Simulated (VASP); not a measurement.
Input of a VASP 6.6.1 run:

File POSCAR:

```
Mn
1.0
    2.3183090676      0.0000000000      0.0000000000
    0.0000000000      2.3183090676      0.0000000000
    0.0000000000      0.0000000000      2.3183090676
Mn
1
Direct
    0.0000000000      0.0000000000      0.0000000000
```

Contents of INCAR.step1:

```
SYSTEM = Mn
ALGO = Normal ; EDIFF = 1E-4
ENCUT = 520 ; GGA = PE
ISMEAR = -1 ; LASPH = .TRUE.
LCHARG = .FALSE. ; LREAL = .FALSE.
LWAVE = .TRUE. ; NBANDS = 12
NELM = 60 ; PREC = Accurate
SIGMA = 0.1
```

The input INCAR.step2:

```
SYSTEM = Mn
ALGO = Normal ; EDIFF = 1E-6
ENCUT = 520 ; ISIF = 2
ISMEAR = -1 ; ISTART = 1
LASPH = .TRUE. ; LCHARG = .TRUE.
LELF = .TRUE. ; LMIXTAU = .TRUE.
LREAL = .FALSE. ; LVHAR = .TRUE.
LWAVE = .FALSE. ; METAGGA = R2SCAN
NBANDS = 12 ; NELM = 60
PREC = Accurate ; SIGMA = 0.1
```

Contents of KPOINTS:

```
k-points
0
G
  16 16 16
  0 0 0
```

Potentials or basis: VASP PAW PBE potentials, release 64 (Mn_pv).

Run with:

```console
$ cat potpaw_PBE.64/Mn_pv/POTCAR > POTCAR
$ cp INCAR.step1 INCAR
$ mpirun -np 1 vasp_std > vasp.out
$ cp INCAR.step2 INCAR
$ mpirun -np 1 vasp_std > vasp.out
```

(1) Predict the pressure.

## Answers

(1) -14.8 GPa.

Caveat: the PAW data sets were made with another functional, which shifts forces and pressure a little; the run has no spin polarisation, though such a crystal can be magnetic.
